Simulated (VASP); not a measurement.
**Ge: single point with RPBE**

Ge:

```
CELL_PARAMETERS angstrom
3.16092 0.00000 0.00000
-1.58046 2.73744 0.00000
0.00000 0.00000 10.36470
ATOMIC_POSITIONS crystal
Ge 0.00000 0.00000 0.00000
Ge 0.00000 0.00000 0.50000
Ge 0.33333 0.66667 0.25000
Ge 0.66667 0.33333 0.75000
```

This isn't the form of Ge at room conditions, which is diamond.

| Item | Value |
| --- | --- |
| Program | VASP 6.6.1 |
| Task | single point |
| Functional | RPBE |
| Potentials or basis | VASP PAW PBE potentials, release 64 (Ge_d) |
| Cutoff | 520 eV |
| k mesh | 13 × 13 × 4 |
| Occupations | fermi-dirac, width 0.1 eV |
| Spin | no spin polarisation |
| Dipole correction | no |
| Further INCAR settings | ALGO = Normal; EDIFF = 1e-07; NBANDS = 36 |

The pressure is -5.3 GPa and the band gap on the k mesh is zero (bands 28 and 29 overlap by 7.77 eV).

Stress tensor (GPa, compression positive):
```
-5.56  0.00  0.00
 0.00 -5.56  0.00
 0.00  0.00 -4.66
```

Levels at points of the mesh, in eV from the Fermi level:
```
           k point  band 26  band 27  band 28  band 29  band 30  band 31
(0.00, 0.00, 0.00)     0.83     0.84     5.73     5.73     6.38     6.38
(0.00, 0.00, 0.50)    -2.68     4.80     4.80     5.92     5.92     5.92
```

Run time: 3.6 min on 1 thread of Intel Xeon 8259CL, on a shared host, peak memory 0.29 GiB.

Caveat: the cell stands under tension; the PAW data sets were made with another functional, which shifts forces and pressure a little.
